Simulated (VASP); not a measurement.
Cd2Ir:

```
Cd Ir
1.0
     4.52903    0.00000    0.00000
    -2.26451    3.92225    0.00000
     0.00000    0.00000    3.18556
Cd Ir
2 1
Direct
  0.33333 0.66667 0.50000
  0.66667 0.33333 0.50000
  0.00000 0.00000 0.00000
```

```yaml
Program: VASP 6.6.1
Task: relaxation of cell and atoms
Functional: PBE
Potentials_or_basis: VASP PAW PBE potentials, release 64 (Cd, Ir)
Cutoff: 600 eV
k_mesh: 12 × 12 × 14
Occupations: gaussian, width 0.1 eV
Spin: no spin polarisation
```

At the start: pressure -2.3 GPa; volume 18.86 Å³/atom.

Question: Where does the relaxation end?

Answer: Over 6 steps the energy falls by 89.3 meV/atom and the volume is 18.13 Å³/atom (-3.9 %); space group P6/mmm (No. 191, to 0.1 Å) before and after.

Step by step:
```tsv
step	energy change (eV)	largest force (eV/Å)	pressure (GPa)	volume (Å³)
1	0.0000	0.0000	-2.27	56.59
2	-0.2637	0.0000	0.45	54.24
3	-0.2663	0.0000	0.98	54.00
4	-0.2663	0.0000	1.08	53.94
5	-0.2661	0.0000	-1.07	54.85
6	-0.2678	0.0000	0.01	54.38
```

Final structure:
```
Cd Ir
1.0
     4.64744    0.00000    0.00000
    -2.32372    4.02480    0.00000
     0.00000    0.00000    2.90750
Cd Ir
2 1
Direct
  0.33333 0.66667 0.50000
  0.66667 0.33333 0.50000
  0.00000 0.00000 0.00000
```
